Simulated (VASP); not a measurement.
# Au (Fm-3m) in VASP: a series of runs

Runs on Au. Level: PBE. Tasks: single point.

All numbers are computed with VASP 6.6.1; they aren't measurements. Logs are shortened: lines on timing, memory, paths and dates and some standing lists are left out, and cuts for length are marked.

### Step 1. The cell of the first run

The structure is cubic, space group Fm-3m (No. 225). Conventional cell: a = 4.157 Å, b = 4.157 Å, c = 4.157 Å, α = 90.00°, β = 90.00°, γ = 90.00°. Au (site symmetry m-3m) has 12 Au at 2.94 Å within 3.9 Å.

### Step 2. Single point, PBE

Contents of INCAR:

```
  PREC = Accurate
  ENCUT = 520
  EDIFF = 1E-6
  ISMEAR = -1
  SIGMA = 0.1
  LREAL = False
  LASPH = True
  NELM = 60
  ALGO = Normal
  ISIF = 2
  LWAVE = False
  LCHARG = False
  GGA = PE
  NBANDS = 12
```

Contents of KPOINTS:

```
Automatic mesh
0
Gamma
  21 21 21
```

Contents of POSCAR:

```
Au
1.0
    0.0000000000      2.0782552709      2.0782552709
    2.0782552709      0.0000000000      2.0782552709
    2.0782552709      2.0782552709      0.0000000000
Au
1
Direct
    0.0000000000      0.0000000000      0.0000000000
```

Potentials or basis: VASP PAW PBE potentials, release 64 (Au).

On the command line:

```
$ cat potpaw_PBE.64/Au/POTCAR > POTCAR
$ mpirun -np 1 vasp_std > vasp.out
```

OUTCAR:

```text
PREC = Accurate
   ENCUT = 520
   EDIFF = 1E-6
   ISMEAR = -1
   LREAL = False
   LASPH = True
   NELM = 60
   ISIF = 2
   GGA = PE

 ion  position               nearest neighbor table
   1  0.000  0.000  0.000-

  LATTYP: Found a face centered cubic cell.
 ALAT       =     4.1565105418

  Lattice vectors:

 A1 = (   0.0000000000,   2.0782552709,   2.0782552709)
 A2 = (   2.0782552709,   0.0000000000,   2.0782552709)
 A3 = (   2.0782552709,   2.0782552709,   0.0000000000)

Analysis of symmetry for initial positions (statically):
=====================================================================
 Subroutine PRICEL returns:
 Original cell was already a primitive cell.

 Routine SETGRP: Setting up the symmetry group for a
 face centered cubic supercell.

 Subroutine GETGRP returns: Found 48 space group operations
 (whereof 48 operations were pure point group operations)
 out of a pool of 48 trial point group operations.

The static configuration has the point symmetry O_h .

Analysis of symmetry for dynamics (positions and initial velocities):
=====================================================================
 Subroutine PRICEL returns:
 Original cell was already a primitive cell.

 Routine SETGRP: Setting up the symmetry group for a
 face centered cubic supercell.

 Subroutine GETGRP returns: Found 48 space group operations
 (whereof 48 operations were pure point group operations)
 out of a pool of 48 trial point group operations.

The dynamic configuration has the point symmetry O_h .

 Subroutine INISYM returns: Found 48 space group operations
 (whereof 48 operations are pure point group operations),
 and found     1 'primitive' translations

----------------------------------------------------------------------------------------

                                     Primitive cell

  volume of cell :      17.9526

  direct lattice vectors                    reciprocal lattice vectors
     0.000000000  2.078255271  2.078255271    -0.240586422  0.240586422  0.240586422
     2.078255271  0.000000000  2.078255271     0.240586422 -0.240586422  0.240586422
     2.078255271  2.078255271  0.000000000     0.240586422  0.240586422 -0.240586422

  length of vectors
     2.939096790  2.939096790  2.939096790     0.416707907  0.416707907  0.416707907

  position of ions in fractional coordinates (direct lattice)
     0.000000000  0.000000000  0.000000000

  ion indices of the primitive-cell ions
   primitive index   ion index
                 1           1

----------------------------------------------------------------------------------------

 KPOINTS: Automatic mesh

Automatic generation of k-mesh.
 Grid dimensions read from file:
 generate k-points for:   21   21   21

 Generating k-lattice:

  Cartesian coordinates                     Fractional coordinates (reciprocal lattice)
    -0.011456496  0.011456496  0.011456496     0.047619048  0.000000000  0.000000000
     0.011456496 -0.011456496  0.011456496     0.000000000  0.047619048  0.000000000
     0.011456496  0.011456496 -0.011456496     0.000000000  0.000000000  0.047619048

  Length of vectors
     0.019843234  0.019843234  0.019843234

  Shift w.r.t. Gamma in fractional coordinates (k-lattice)
     0.000000000  0.000000000  0.000000000

 Subroutine IBZKPT returns following result:
 ===========================================

 Found    286 irreducible k-points:

 Following reciprocal coordinates:
            Coordinates               Weight
  0.000000  0.000000  0.000000      1.000000
  0.047619  0.000000  0.000000      8.000000
  0.095238  0.000000  0.000000      8.000000
  0.142857  0.000000  0.000000      8.000000
  0.190476  0.000000  0.000000      8.000000
  0.238095  0.000000  0.000000      8.000000
[... 16 lines left out ...]
 -0.428571  0.047619  0.000000     24.000000
 -0.380952  0.047619  0.000000     24.000000
 [... further k-points ...]
   k-points           NKPTS =    286   k-points in BZ     NKDIM =    286   number of bands    NBANDS=     12
   number of dos      NEDOS =    301   number of ions     NIONS =      1
   total plane-waves  NPLWV =  13824
   dimension x,y,z NGX =    24 NGY =   24 NGZ =   24
   dimension x,y,z NGXF=    48 NGYF=   48 NGZF=   48
   ions per type =               1
   NGX,Y,Z   is equivalent  to a cutoff of  13.58, 13.58, 13.58 a.u.
   NGXF,Y,Z  is equivalent  to a cutoff of  27.15, 27.15, 27.15 a.u.
 SYSTEM =  unknown system
   PREC   = accura    normal or accurate (medium, high low for compatibility)
   ISTART =      0    job   : 0-new  1-cont  2-samecut
   ICHARG =      2    charge: 1-file 2-atom 10-const
   ISPIN  =      1    spin polarized calculation?
   LNONCOLLINEAR =      F non collinear calculations
   LSORBIT =      F    spin-orbit coupling
   LASPH  =      T    aspherical Exc in radial PAW
   ENCUT  =  520.0 eV  38.22 Ry    6.18 a.u.   5.46  5.46  5.46*2*pi/ulx,y,z
   NELM   =     60;   NELMIN=  2; NELMDL= -5     # of ELM steps
   EDIFF  = 0.1E-05   stopping-criterion for ELM
   LREAL  =      F    real-space projection
   EDIFFG = 0.1E-04   stopping-criterion for IOM
   NSW    =      0    number of steps for IOM
   IBRION =     -1    ionic relax: 0-MD 1-quasi-New 2-CG
   NFREE  =      0    steps in history (QN), initial steepest desc. (CG)
   ISIF   =      2    stress and relaxation
   ISYM   =      2    0-nonsym 1-usesym 2-fastsym
   POTIM  = 0.5000    time-step for ionic-motion
   TEBEG  =    0.0;   TEEND  =   0.0 temperature during run
   PSTRESS=    0.0 pullay stress
   NELECT =      11.0000    total number of electrons
   NUPDOWN=      -1.0000    fix difference up-down
   EMIN   =  10.00;   EMAX   =-10.00  energy-range for DOS
   EFERMI =   0.00;   METHOD = LEGACY
   ISMEAR =    -1;   SIGMA  =   0.10  broadening in eV -4-tet -1-fermi 0-gaus
   EFERMI_NEDOS =   21; number of points for ismear=-14 and -15
   IALGO  =     38    algorithm
   IMIX   =      4    mixing-type and parameters
     AMIX     =   0.40;   BMIX     =  1.00
     AMIX_MAG =   1.60;   BMIX_MAG =  1.00
  volume/ion in A,a.u.               =      17.95       121.15
  Fermi-wavevector in a.u.,A,eV,Ry     =   1.390476  2.627619 26.305825  1.933424
  Thomas-Fermi vector in A             =   2.514407
   LORBIT       =      0    0 simple, 1 ext, 2 COOP (PROOUT), +10 PAW based schemes
   GGA     = PE    functional components
   LHFCALC =     F    Hartree Fock is set to
   AEXX    =    0.0000 exact exchange contribution
   IVDW    =     0    specifies the selected vdW correction
   LEPSILON=     F    determine dielectric tensor
   LRPA    =     F    only Hartree local field effects (RPA)
 non-spin polarized calculation
  energy-cutoff  :      520.00
  volume of cell :       17.95
 maximum number of plane-waves:       531
 NGX is ok and might be reduce to    24
   NGX = 11   NGY = 11   NGZ = 11

 number of electron      11.0000002 magnetization

 Free energy of the ion-electron system (eV)
  ---------------------------------------------------
  ext. energy  EPLUGINS =         0.00000000
  ---------------------------------------------------
  free energy    TOTEN  =        -3.22453559 eV

  energy without entropy =       -3.21369950  energy(sigma->0) =       -3.21911754

 E-fermi :   8.6586     XC(G=0): -12.4071

 val. band max:        8.6546049861   @ k =  -0.3333   0.1905   0.0000
 cond. band min:       8.6692418492   @ k =  -0.2857   0.2381   0.0476
 fundamental gap:      0.0146368631
 Fermi energy:         8.6586405403

 k-point     1 :       0.0000    0.0000    0.0000
  band No.  band energies     occupation
      1      -0.6875      2.00000
      2       4.2059      2.00000
      3       4.2059      2.00000
      4       4.2059      2.00000
      5       5.5865      2.00000
      6       5.5865      2.00000
      7      23.2106      0.00000
      8      26.9099      0.00000
      9      26.9099      0.00000
     10      26.9099      0.00000
     11      31.6527      0.00000
     12      35.7422      0.00000

 k-point     2 :       0.0476    0.0000    0.0000
  band No.  band energies     occupation
      1      -0.6117      2.00000
      2       4.1823      2.00000
      3       4.2315      2.00000
      4       4.2315      2.00000
      5       5.5752      2.00000
      6       5.5752      2.00000
      7      23.2944      0.00000
      8      26.3651      0.00000
      9      26.9926      0.00000
     10      26.9926      0.00000
     11      32.1039      0.00000
     12      34.6991      0.00000

 k-point     3 :       0.0952    0.0000    0.0000
  band No.  band energies     occupation
      1      -0.3885      2.00000
      2       4.1194      2.00000
      3       4.3010      2.00000
      4       4.3010      2.00000
      5       5.5489      2.00000
      6       5.5489      2.00000
      7      23.4926      0.00000
      8      25.1679      0.00000
      9      27.2279      0.00000
     10      27.2279      0.00000
     11      32.1404      0.00000
     12      34.2818      0.00000

 k-point     4 :       0.1429    0.0000    0.0000
  band No.  band energies     occupation
      1      -0.0324      2.00000
      2       4.0423      2.00000
      3       4.3910      2.00000
      4       4.3910      2.00000
      5       5.5333      2.00000
      6       5.5333      2.00000
      7      23.2267      0.00000
      8      24.2217      0.00000
      9      27.5712      0.00000
     10      27.5712      0.00000
     11      30.9894      0.00000
     12      33.1174      0.00000

 k-point     5 :       0.1905    0.0000    0.0000
  band No.  band energies     occupation
      1       0.4253      2.00000
      2       3.9963      2.00000
      3       4.4602      2.00000
      4       4.4602      2.00000
      5       5.5706      2.00000
      6       5.5706      2.00000
      7      21.7057      0.00000
      8      24.2834      0.00000
      9      27.9155      0.00000
     10      27.9155      0.00000
     11      30.1111      0.00000
     12      32.0309      0.00000

 k-point     6 :       0.2381    0.0000    0.0000
  band No.  band energies     occupation
      1       0.9214      2.00000
      2       4.0577      2.00000
      3       4.4707      2.00000
      4       4.4707      2.00000
      5       5.6968      2.00000
      6       5.6968      2.00000
      7      19.9202      0.00000
      8      24.2269      0.00000
      9      28.0198      0.00000
     10      28.0198      0.00000
     11      29.9120      0.00000
     12      31.3077      0.00000

 k-point     7 :       0.2857    0.0000    0.0000
  band No.  band energies     occupation
      1       1.3517      2.00000
      2       4.3398      2.00000
      3       4.4233      2.00000
      4       4.4233      2.00000
      5       5.9039      2.00000
      6       5.9039      2.00000
      7      18.0596      0.00000
      8      23.9066      0.00000
      9      27.6264      0.00000
     10      27.6264      0.00000
     11      30.3883      0.00000
     12      31.2281      0.00000

 k-point     8 :       0.3333    0.0000    0.0000
  band No.  band energies     occupation
      1       1.6220      2.00000
      2       4.3474      2.00000
      3       4.3474      2.00000
      4       4.9368      2.00000
      5       6.1488      2.00000
      6       6.1488      2.00000
      7      16.1984      0.00000
      8      23.4815      0.00000
      9      26.9182      0.00000
     10      26.9182      0.00000
     11      31.2880      0.00000
     12      31.6068      0.00000
[... 166 lines left out ...]
 k-point    20 :       0.4286    0.0476    0.0000
  band No.  band energies     occupation
      1       1.8237      2.00000
      2       4.1881      2.00000
      3       4.2783      2.00000
      4       5.8882      2.00000
      5       6.5951      2.00000
      6       7.0793      2.00000
      7      13.3255      0.00000
      8      22.9467      0.00000
      9      25.3158      0.00000
     10      25.8054      0.00000
     11      32.4245      0.00000
     12      32.5661      0.00000

 k-point    21 :       0.4762    0.0476    0.0000
  band No.  band energies     occupation
      1       1.8329      2.00000
      2       4.1481      2.00000
      3       4.2318      2.00000
      4       6.2566      2.00000
      5       6.6802      2.00000
      6       7.9073      1.99891
      7      11.9322      0.00000
      8      22.7562      0.00000
      9      25.1664      0.00000
     10      25.2592      0.00000
     11      32.7117      0.00000
     12      32.8721      0.00000

 k-point    22 :      -0.4762    0.0476    0.0000
  band No.  band energies     occupation
      1       1.8334      2.00000
      2       4.1419      2.00000
      3       4.2153      2.00000
      4       6.3726      2.00000
      5       6.6642      2.00000
      6       8.2715      1.95918
      7      11.4449      0.00000
      8      22.7047      0.00000
      9      24.9743      0.00000
     10      25.2833      0.00000
     11      32.8358      0.00000
     12      32.8491      0.00000

 k-point    23 :      -0.4286    0.0476    0.0000
  band No.  band energies     occupation
      1       1.8327      2.00000
      2       4.1697      2.00000
      3       4.2315      2.00000
      4       6.2504      2.00000
      5       6.5468      2.00000
      6       7.6602      1.99991
      7      12.3450      0.00000
      8      22.7944      0.00000
      9      24.9613      0.00000
     10      25.6829      0.00000
     11      32.5357      0.00000
     12      32.7447      0.00000

 k-point    24 :      -0.3810    0.0476    0.0000
  band No.  band energies     occupation
      1       1.8153      2.00000
      2       4.2266      2.00000
      3       4.2789      2.00000
      4       5.7760      2.00000
      5       6.3454      2.00000
      6       6.9600      2.00000
      7      13.8755      0.00000
      8      23.0181      0.00000
      9      25.2000      0.00000
     10      26.3524      0.00000
     11      31.9164      0.00000
     12      32.4186      0.00000

 [... further k-points ...]
[... 5 lines left out ...]
  --------------------------------------------------------------------------------------
  -------------------------------------------------------------------------------------
  Total       -0.0119311     -0.0119311     -0.0119311     -0.0000000      0.0000000      0.0000000
  in kB       -1.0647897     -1.0647897     -1.0647897     -0.0000000      0.0000000      0.0000000
  external PRESSURE =      -1.0647897 kB  Pullay stress =       0.0000000 kB

 VOLUME and BASIS-vectors are now :
 -----------------------------------------------------------------------------
  energy-cutoff  :      520.00
  volume of cell :       17.95
      direct lattice vectors                 reciprocal lattice vectors
     0.000000000  2.078255271  2.078255271    -0.240586422  0.240586422  0.240586422
     2.078255271  0.000000000  2.078255271     0.240586422 -0.240586422  0.240586422
     2.078255271  2.078255271  0.000000000     0.240586422  0.240586422 -0.240586422

 POSITION                                       TOTAL-FORCE (eV/Angst)
 -----------------------------------------------------------------------------------
      0.00000      0.00000      0.00000         0.000000      0.000000      0.000000
 -----------------------------------------------------------------------------------
    total drift:                               -0.000000      0.000000     -0.000000

  FREE ENERGIE OF THE ION-ELECTRON SYSTEM (eV)
  ---------------------------------------------------
  free  energy   TOTEN  =        -3.2245355852 eV

  energy  without entropy=       -3.2136994978  energy(sigma->0) =       -3.21911754
```

It took 27 s on 1 thread of Intel Xeon Platinum 8375C at 2.90GHz (Ice Lake), shared host; peak memory 0.19 GiB.

What came out:

| Property | Result |
| --- | --- |
| Free energy | -3.2245 eV |
| Pressure | -0.1 GPa |

Caveat: spin-orbit coupling is left out, which moves the levels of the heavy elements.

### Step 3. Single point, PBE

Contents of INCAR:

```
SYSTEM = Au
ALGO = Normal
EDIFF = 1E-6
ENCUT = 520
GGA = PE
ISIF = 2
ISMEAR = -1
LASPH = .True.
LCHARG = .False.
LREAL = .False.
LWAVE = .False.
NBANDS = 12
NELM = 100
PREC = Accurate
SIGMA = 0.1
```

Contents of KPOINTS:

```
k-points
0
Gamma
  21 21 21
  0 0 0
```

POSCAR is that of step 2.

Potentials or basis: VASP PAW PBE potentials, release 64 (Au).

On the command line:

```
$ cat potpaw_PBE.64/Au/POTCAR > POTCAR
$ mpirun -np 1 vasp_std > vasp.out
```

Run time: 26 s. Hardware: 1 thread of Intel Xeon Platinum 8375C at 2.90GHz (Ice Lake), shared host; peak memory 0.19 GiB.

It converged, with:

| Property | Result |
| --- | --- |
| Free energy | -3.2245 eV |
| Pressure | -0.1 GPa |

Levels at points of the mesh, in eV from the Fermi level:
| k point | band 2 | band 3 | band 4 | band 5 | band 6 | band 7 | band 8 | band 9 | band 10 | band 11 |
| --- | --- | --- | --- | --- | --- | --- | --- | --- | --- | --- |
| (0.00, 0.00, 0.00) | -4.45 | -4.45 | -4.45 | -3.07 | -3.07 | 14.55 | 18.25 | 18.25 | 18.25 | 22.99 |

Caveat: spin-orbit coupling is left out, which moves the levels of the heavy elements.

### Step 4. Single point, PBE (volume scaled by 1.04)

Contents of INCAR:

```
SYSTEM = Au
PREC = Accurate ; ENCUT = 520
EDIFF = 1E-6 ; ISMEAR = -1
SIGMA = 0.1 ; LREAL = .False.
LASPH = .True. ; NELM = 60
ALGO = Normal ; ISIF = 2
LWAVE = .False. ; LCHARG = .True.
GGA = PE ; LELF = .True.
LVHAR = .True. ; NBANDS = 12
```

Contents of KPOINTS:

```
regular mesh
0
Gamma
  21 21 21
  0 0 0
```

Contents of POSCAR:

```
Au
1.0
    0.0000000000      2.1056038713      2.1056038713
    2.1056038713      0.0000000000      2.1056038713
    2.1056038713      2.1056038713      0.0000000000
Au
1
Direct
    0.0000000000      0.0000000000      0.0000000000
```

On the command line:

```
$ cat potpaw_PBE.64/Au/POTCAR > POTCAR
$ mpirun -np 1 vasp_std > vasp.out
```

Run time: 26 s. Hardware: 1 thread of Intel Xeon Platinum 8375C at 2.90GHz (Ice Lake), shared host; peak memory 0.19 GiB.

The run converged. Its results:

```
Free energy : -3.2132 eV
Pressure    : -4.9 GPa
```

Levels at points of the mesh, in eV from the Fermi level:
```
           k point  band 3  band 4  band 5  band 6  band 7  band 8  band 9  band 10
(0.00, 0.00, 0.00)   -4.26   -4.26   -2.97   -2.97   14.58   18.06   18.06    18.06
```

Caveat: spin-orbit coupling is left out, which moves the levels of the heavy elements.
